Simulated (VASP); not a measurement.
Here is a VASP 6.6.1 calculation.

The input INCAR:

```
SYSTEM = Te2As
  PREC = Accurate
  ENCUT = 600
  EDIFF = 1E-6
  ISMEAR = 0
  SIGMA = 0.1
  LREAL = .FALSE.
  LASPH = .TRUE.
  NELM = 100
  ALGO = Normal
  ISIF = 3
  LWAVE = .FALSE.
  LCHARG = .FALSE.
  GGA = PE
  IBRION = 2
  NSW = 100
  EDIFFG = -0.01
```

File KPOINTS:

```
Automatic mesh
0
G
  10 10 4
  0 0 0
```

Contents of POSCAR:

```
Te2As
1.0
    4.2321273973      0.0000000000      0.0000000000
    0.0000000000      4.2321273973      0.0000000000
    0.0000000000      0.0000000000      9.8609745681
Te As
4 2
Direct
    0.5000000000      0.0000000000      0.6445149952
    0.0000000000      0.5000000000      0.3554850048
    0.5000000000      0.0000000000      0.0307563689
    0.0000000000      0.5000000000      0.9692436311
    0.5000000000      0.0000000000      0.3597621070
    0.0000000000      0.5000000000      0.6402378930
```

Potentials or basis: VASP PAW PBE potentials, release 64 (Te, As).

Command:

```console
$ cat potpaw_PBE.64/Te/POTCAR potpaw_PBE.64/As/POTCAR > POTCAR
$ mpirun -np 1 vasp_std > vasp.out
```

(1) Estimate the relaxed volume.

(2) Estimate the space group after relaxing (to 0.1 Å).

Results:

(1) 29.50 Å³/atom.

(2) P4/nmm (No. 129).

Caveat: the highest band is partly filled, so the run has too few bands.
